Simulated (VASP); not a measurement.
# As in VASP: further runs, part 3 of 3

VASP 6.6.1.

### Step 5. Single point, PBE+D3(BJ) (biaxial strain +0.040, then relaxed in part)

File INCAR:

```
ALGO = Normal
DIPOL = 0.5 0.5 0.500
EDIFF = 1E-7
ENCUT = 520
GGA = PE
IDIPOL = 3
ISIF = 2
ISMEAR = 0
IVDW = 12
LASPH = True
LCHARG = False
LDIPOL = True
LREAL = False
LWAVE = False
NBANDS = 12
NELM = 80
PREC = Accurate
SIGMA = 0.02
```

File KPOINTS:

```
k-points
0
Gamma
  9 9 1
```

File POSCAR:

```
As
1.0
    3.7144892312      0.0000000000      0.0000000000
   -1.8572446156      3.2168420363      0.0000000000
    0.0000000000      0.0000000000     28.5742413760
As
2
Direct
    0.3333333333      0.6666666667      0.4761975756
    0.6666666667      0.3333333333      0.5238024244
```

Potentials or basis: VASP PAW PBE potentials, release 64 (As).

The run is started by

```
> cat potpaw_PBE.64/As/POTCAR > POTCAR
> mpirun -np 1 vasp_std > vasp.out
```

OUTCAR:

```text
EDIFF = 1E-7
   ENCUT = 520
   GGA = PE
   ISIF = 2
   ISMEAR = 0
   IVDW = 12
   LASPH = True
   LREAL = False
   NELM = 80
   PREC = Accurate
 IVDW          = 12

 ion  position               nearest neighbor table
   1  0.333  0.667  0.476-   2 2.54   2 2.54   2 2.54
   2  0.667  0.333  0.524-   1 2.54   1 2.54   1 2.54

  LATTYP: Found a hexagonal cell.
 ALAT       =     3.7144892312
 C/A-ratio  =     7.6926434827

  Lattice vectors:

 A1 = (   3.7144892312,   0.0000000000,   0.0000000000)
 A2 = (  -1.8572446156,   3.2168420363,   0.0000000000)
 A3 = (   0.0000000000,   0.0000000000,  28.5742413760)

Analysis of symmetry for initial positions (statically):
=====================================================================
 Subroutine PRICEL returns:
 Original cell was already a primitive cell.

 Routine SETGRP: Setting up the symmetry group for a
 hexagonal supercell.

 Subroutine GETGRP returns: Found 12 space group operations
 (whereof 12 operations were pure point group operations)
 out of a pool of 24 trial point group operations.

The static configuration has the point symmetry D_3d.

Analysis of symmetry for dynamics (positions and initial velocities):
=====================================================================
 Subroutine PRICEL returns:
 Original cell was already a primitive cell.

 Routine SETGRP: Setting up the symmetry group for a
 hexagonal supercell.

 Subroutine GETGRP returns: Found 12 space group operations
 (whereof 12 operations were pure point group operations)
 out of a pool of 24 trial point group operations.

The dynamic configuration has the point symmetry D_3d.

 Subroutine INISYM returns: Found 12 space group operations
 (whereof 12 operations are pure point group operations),
 and found     1 'primitive' translations

----------------------------------------------------------------------------------------

                                     Primitive cell

  volume of cell :     341.4315

  direct lattice vectors                    reciprocal lattice vectors
     3.714489231  0.000000000  0.000000000     0.269216018  0.155431941  0.000000000
    -1.857244616  3.216842036  0.000000000     0.000000000  0.310863881  0.000000000
     0.000000000  0.000000000 28.574241376     0.000000000  0.000000000  0.034996555

  length of vectors
     3.714489231  3.714489231 28.574241376     0.310863881  0.310863881  0.034996555

  position of ions in fractional coordinates (direct lattice)
     0.333333333  0.666666667  0.476197576
     0.666666667  0.333333333  0.523802424

  ion indices of the primitive-cell ions
   primitive index   ion index
                 1           1
                 2           2

----------------------------------------------------------------------------------------

 KPOINTS: k-points

Automatic generation of k-mesh.
 Grid dimensions read from file:
 generate k-points for:    9    9    1

 Generating k-lattice:

  Cartesian coordinates                     Fractional coordinates (reciprocal lattice)
     0.029912891  0.017270216  0.000000000     0.111111111  0.000000000  0.000000000
     0.000000000  0.034540431  0.000000000     0.000000000  0.111111111  0.000000000
     0.000000000  0.000000000  0.034996555     0.000000000  0.000000000  1.000000000

  Length of vectors
[... 31 lines left out ...]
   NGXF,Y,Z  is equivalent  to a cutoff of  25.06, 25.06, 25.13 a.u.
 SYSTEM =  unknown system
   PREC   = accura    normal or accurate (medium, high low for compatibility)
   ISTART =      0    job   : 0-new  1-cont  2-samecut
   ICHARG =      2    charge: 1-file 2-atom 10-const
   ISPIN  =      1    spin polarized calculation?
   LNONCOLLINEAR =      F non collinear calculations
   LSORBIT =      F    spin-orbit coupling
   LASPH  =      T    aspherical Exc in radial PAW
   ENCUT  =  520.0 eV  38.22 Ry    6.18 a.u.   6.91  6.91 53.13*2*pi/ulx,y,z
   NELM   =     80;   NELMIN=  2; NELMDL= -5     # of ELM steps
   EDIFF  = 0.1E-06   stopping-criterion for ELM
   LREAL  =      F    real-space projection
   EDIFFG = 0.1E-05   stopping-criterion for IOM
   NSW    =      0    number of steps for IOM
   IBRION =     -1    ionic relax: 0-MD 1-quasi-New 2-CG
   NFREE  =      0    steps in history (QN), initial steepest desc. (CG)
   ISIF   =      2    stress and relaxation
   ISYM   =      2    0-nonsym 1-usesym 2-fastsym
   POTIM  = 0.5000    time-step for ionic-motion
   TEBEG  =    0.0;   TEEND  =   0.0 temperature during run
   PSTRESS=    0.0 pullay stress
   NELECT =      10.0000    total number of electrons
   NUPDOWN=      -1.0000    fix difference up-down
   EMIN   =  10.00;   EMAX   =-10.00  energy-range for DOS
   EFERMI =   0.00;   METHOD = LEGACY
   ISMEAR =     0;   SIGMA  =   0.02  broadening in eV -4-tet -1-fermi 0-gaus
   EFERMI_NEDOS =   21; number of points for ismear=-14 and -15
   IALGO  =     38    algorithm
   IMIX   =      4    mixing-type and parameters
     AMIX     =   0.40;   BMIX     =  1.00
     AMIX_MAG =   1.60;   BMIX_MAG =  1.00
  volume/ion in A,a.u.               =     170.72      1152.05
  Fermi-wavevector in a.u.,A,eV,Ry     =   0.504631  0.953614  3.464752  0.254652
  Thomas-Fermi vector in A             =   1.514749
   LORBIT       =      0    0 simple, 1 ext, 2 COOP (PROOUT), +10 PAW based schemes
   GGA     = PE    functional components
   LHFCALC =     F    Hartree Fock is set to
   AEXX    =    0.0000 exact exchange contribution
   IVDW    =    12    specifies the selected vdW correction
   LEPSILON=     F    determine dielectric tensor
   LRPA    =     F    only Hartree local field effects (RPA)
 non-spin polarized calculation
 Gauss-broadening in eV      SIGMA  =   0.02
  energy-cutoff  :      520.00
  volume of cell :      341.43
 maximum number of plane-waves:      9218
 NGX is ok and might be reduce to    28
   NGX = 13   NGY = 13   NGZ =107

 dipolmoment           0.000000      0.000000      0.000000 electrons x Angstroem

 number of electron      10.0000000 magnetization

 dipolmoment           0.000000      0.000000     -0.000000 electrons x Angstroem

 Free energy of the ion-electron system (eV)
  ---------------------------------------------------
  ext. energy  EPLUGINS =         0.00000000
  ---------------------------------------------------
  free energy    TOTEN  =        -9.29629714 eV

  energy without entropy =       -9.29629714  energy(sigma->0) =       -9.29629714

 E-fermi :  -4.2426     XC(G=0):  -1.7784

 val. band max:       -4.3332113545   @ k =   0.1111   0.1111   0.0000
 cond. band min:      -2.7918434544   @ k =   0.0000   0.0000   0.0000
 fundamental gap:      1.5413679002
 Fermi energy:        -4.2426468599

 k-point     1 :       0.0000    0.0000    0.0000
  band No.  band energies     occupation
      1     -17.2992      2.00000
      2     -11.1616      2.00000
      3      -4.4738      2.00000
      4      -4.4738      2.00000
      5      -4.4238      2.00000
      6      -2.7918      0.00000
      7      -0.9582      0.00000
      8      -0.9582      0.00000
      9       0.7530      0.00000
     10       0.9760      0.00000
     11       1.3804      0.00000
     12       1.6543      0.00000
[... 151 lines left out ...]
 k-point    12 :       0.3333    0.3333    0.0000
  band No.  band energies     occupation
      1     -14.0711      2.00000
      2     -14.0711      2.00000
      3      -8.3285      2.00000
      4      -6.0109      2.00000
      5      -6.0109      2.00000
      6      -1.9351      0.00000
      7       0.3227      0.00000
      8       0.3227      0.00000
      9       3.7952      0.00000
     10       4.2819      0.00000
     11       4.2819      0.00000
     12       5.1508      0.00000

------------------------ aborting loop because EDIFF is reached ----------------------------------------

 vacuum level on the upper side and lower side of the slab       (xc-potential included)        -0.012        -0.012

 Edisp (eV)   -0.39097

 E8    (eV) :    -0.1778

  FORCE on cell =-STRESS in cart. coord.  units (eV):
  Direction    XX          YY          ZZ          XY          YZ          ZX
  --------------------------------------------------------------------------------------
  -------------------------------------------------------------------------------------
  Total      -1.55030    -1.55030     0.10040     0.00000     0.00000     0.00000
  in kB      -7.27484    -7.27484     0.47112     0.00000     0.00000     0.00000
  external pressure =       -4.69 kB  Pullay stress =        0.00 kB

 VOLUME and BASIS-vectors are now :
 -----------------------------------------------------------------------------
  energy-cutoff  :      520.00
  volume of cell :      341.43
      direct lattice vectors                 reciprocal lattice vectors
     3.714489231  0.000000000  0.000000000     0.269216018  0.155431941  0.000000000
    -1.857244616  3.216842036  0.000000000     0.000000000  0.310863881  0.000000000
     0.000000000  0.000000000 28.574241376     0.000000000  0.000000000  0.034996555

 POSITION                                       TOTAL-FORCE (eV/Angst)
 -----------------------------------------------------------------------------------
     -0.00000      2.14456     13.60698        -0.000000      0.000000     -0.075159
      1.85724      1.07228     14.96726         0.000000      0.000000      0.075159
 -----------------------------------------------------------------------------------
    total drift:                               -0.000000      0.000000     -0.000000

  FREE ENERGIE OF THE ION-ELECTRON SYSTEM (eV)
  ---------------------------------------------------
  free  energy   TOTEN  =        -9.6872686153 eV

  energy  without entropy=       -9.6872686153  energy(sigma->0) =       -9.68726862

 vacuum level on the upper side and lower side of the slab         1.235         1.235
```

OSZICAR:

```text
N       E                     dE             d eps       ncg     rms          rms(c)
DAV:   1     0.634249367391E+02    0.63425E+02   -0.24902E+03   288   0.501E+02
DAV:   2    -0.324726125001E+01   -0.66672E+02   -0.61004E+02   504   0.879E+01
DAV:   3    -0.924208212068E+01   -0.59948E+01   -0.59850E+01   424   0.363E+01
[... 14 lines left out ...]
DAV:  18    -0.929629517754E+01   -0.10037E-05   -0.88578E-09   364   0.311E-04    0.169E-04
DAV:  19    -0.929629677261E+01   -0.15951E-05   -0.42430E-08   332   0.435E-04    0.125E-04
DAV:  20    -0.929629700063E+01   -0.22802E-06   -0.18940E-09   348   0.155E-04    0.409E-05
DAV:  21    -0.929629710275E+01   -0.10213E-06   -0.16913E-10   272   0.653E-05    0.209E-05
DAV:  22    -0.929629713868E+01   -0.35927E-07    0.47463E-10   260   0.367E-05
   1 F= -.96872686E+01 E0= -.96872686E+01  d E =-.103990E-11
```

Wall time 50 s (1 thread of Intel Xeon 6975P-C (Granite Rapids), shared host); peak memory 0.37 GiB.

Results:

```
Free energy                : -9.6873 eV
Largest force              : 0.075 eV/Å
Band gap on the k mesh     : 1.54 eV (least direct gap 1.63 eV)
Dispersion energy per atom : -0.195 eV
```

Forces on the atoms (eV/Å):
```
As   0.000  0.000 -0.075
As   0.000  0.000  0.075
```

Caveat: the cell differs from its parent crystal (biaxial strain +0.040, then relaxed in part).

### Step 6. Single point, PBE+D3(BJ) (biaxial strain +0.070, then relaxed in part)

File INCAR:

```
  ALGO = Normal
  DIPOL = 0.5 0.5 0.500
  EDIFF = 1E-7
  ENCUT = 520
  GGA = PE
  IDIPOL = 3
  ISIF = 2
  ISMEAR = 0
  IVDW = 12
  LASPH = T
  LCHARG = F
  LDIPOL = T
  LREAL = F
  LWAVE = F
  NBANDS = 12
  NELM = 60
  PREC = Accurate
  SIGMA = 0.02
```

KPOINTS is that of step 5.

File POSCAR:

```
As
1.0
    3.8216379590      0.0000000000      0.0000000000
   -1.9108189795      3.3096355566      0.0000000000
    0.0000000000      0.0000000000     28.5742413760
As
2
Direct
    0.3333333333      0.6666666667      0.4766532153
    0.6666666667      0.3333333333      0.5233467847
```

Potentials or basis: VASP PAW PBE potentials, release 64 (As).

The run is started by

```
> cat potpaw_PBE.64/As/POTCAR > POTCAR
> mpirun -np 1 vasp_std > vasp.out
```

Wall time 48 s (1 thread of Intel Xeon 6975P-C (Granite Rapids), shared host); peak memory 0.4 GiB.

The run converged. Its results:

```
Free energy                : -9.5675 eV
Largest force              : 0.066 eV/Å
Band gap on the k mesh     : 0.94 eV (least direct gap 0.96 eV)
Dispersion energy per atom : -0.184 eV
```

Forces on the atoms (eV/Å):
```
As   0.000  0.000 -0.066
As   0.000  0.000  0.066
```

Levels at points of the mesh, in eV from the valence-band top:
```
           k point  band 1  band 2  band 3  band 4  band 5  band 6  band 7  band 8  band 9  band 10
(0.00, 0.00, 0.00)  -12.79   -6.90   -0.51   -0.51   -0.02    0.94    2.99    2.99    4.99     5.17
```

Caveat: the cell differs from its parent crystal (biaxial strain +0.070, then relaxed in part).

### Step 7. Summary

```csv
task,cell,smearing,atoms held fixed (from 0),gap on the mesh (eV),largest force (eV/Å)
relaxation of the atoms,"atoms relaxed from a = 3.784, b = 3.784, c = 25.014 Å, angles 90.0, 90.0, 120.0°, 6 atoms, atomic positions A",gaussian 0.1 eV,"[0, 1, 2]",none,-
single point,"a = 3.429, b = 3.429, c = 28.574 Å, angles 90.0, 90.0, 120.0°, 2 atoms, atomic positions B",gaussian 0.02 eV,-,1.04,0.12
single point,"a = 3.643, b = 3.643, c = 28.574 Å, angles 90.0, 90.0, 120.0°, 2 atoms, atomic positions C",gaussian 0.02 eV,-,1.74,0.09
single point,"a = 3.714, b = 3.714, c = 28.574 Å, angles 90.0, 90.0, 120.0°, 2 atoms, atomic positions D",gaussian 0.02 eV,-,1.54,0.08
single point,"a = 3.822, b = 3.822, c = 28.574 Å, angles 90.0, 90.0, 120.0°, 2 atoms, atomic positions E",gaussian 0.02 eV,-,0.94,0.07
```

Alike in all rows: level PBE+D3(BJ); potentials or basis VASP PAW PBE potentials, release 64 (As); no spin polarisation; k mesh 9 × 9 × 1; cutoff (eV) 520.

Total energies depend on the potentials used, so only differences within one code and one set of settings carry meaning.
